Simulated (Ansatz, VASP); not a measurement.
# Ir in VASP and in Ansatz

```
Ir
1.0
     2.73812    0.00000    0.00000
    -1.36906    2.37128    0.00000
     0.00000    0.00000    8.95192
Ir
4
Direct
  0.00000 0.00000 0.00000
  0.00000 0.00000 0.50000
  0.33333 0.66667 0.25000
  0.66667 0.33333 0.75000
```

Alike in both runs: functional PBE; k mesh 13 × 13 × 4; occupations fermi-dirac, width 0.05 eV; collinear spin.

Ansatz relaxed the structure, and its values are those at the end. VASP's run is a single point on that final structure, the one shown.

|  | VASP | Ansatz |
| --- | --- | --- |
| version | VASP 6.6.1 | Ansatz 0.2.0 |
| potentials or method | VASP PAW PBE potentials, release 64 (Ir), cutoff 520 eV | plane waves (420 eV) with PAW, scalar-relativistic |
| valence electrons in the cell | 36 | 68 |

```tsv
	VASP	Ansatz	Ansatz less VASP
pressure (GPa)	0.5	0.0	-0.50
net moment per atom (μB)	0.00	0.00	0.000
```

With one functional, cell and mesh, what is left measures potentials, basis and numerics. VASP's potentials hold 36 valence electrons a cell and Ansatz's 68, so a difference there can come from the potentials and not from the codes. Ansatz's warnings: seeded moment not kept.

Spin-orbit coupling is off throughout.
